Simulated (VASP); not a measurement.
A run of VASP 6.6.1:

INCAR

```
PREC = Accurate ; ENCUT = 600
EDIFF = 1E-6 ; ISMEAR = 0
SIGMA = 0.02 ; LREAL = False
LASPH = True ; NELM = 200
ALGO = Normal ; ISIF = 2
LWAVE = False ; LCHARG = True
ISPIN = 2 ; MAGMOM = 0 0 1 -1 0 0 0 0 0 0 0 0
LORBIT = 11 ; LMAXMIX = 4
GGA = PS ; LELF = True
LVHAR = True ; NBANDS = 63
GGA_COMPAT = False
```

Contents of KPOINTS:

```
regular mesh
0
Gamma
  4 4 4
```

Contents of POSCAR:

```
YCrO4
1.0
   -3.5043728074      3.5043728074      3.0814778015
    3.5043728074     -3.5043728074      3.0814778015
    3.5043728074      3.5043728074     -3.0814778015
Y Cr O
2 2 8
Direct
    0.8750000000      0.1250000000      0.7500000000
    0.1250000000      0.8750000000      0.2500000000
    0.6250000000      0.3750000000      0.2500000000
    0.3750000000      0.6250000000      0.7500000000
    0.6346295099      0.2001575951      0.4344719148
    0.3653705792      0.7998425832      0.5655279959
    0.2001574168      0.2656854127      0.5655279959
    0.7998424049      0.7343143197      0.4344719148
    0.2656856803      0.2001575951      0.0655280852
    0.7343145873      0.7998425832      0.9344720041
    0.2001574168      0.6346294208      0.9344720041
    0.7998424049      0.3653704901      0.0655280852
```

Potentials or basis: VASP PAW PBE potentials, release 64 (Y_sv, Cr_pv, O).

Command:

```sh
$ cat potpaw_PBE.64/Y_sv/POTCAR potpaw_PBE.64/Cr_pv/POTCAR potpaw_PBE.64/O/POTCAR > POTCAR
$ mpirun -np 1 vasp_std > vasp.out
```

Hardware: 1 thread of Intel Xeon 8259CL (shared host).

Question: How long does it take, and how much memory?

Answer: Run time: 17 min on 1 thread of Intel Xeon 8259CL, with other jobs on the host, peak memory 0.56 GiB. Counts: scf iterations 20, k points 13.
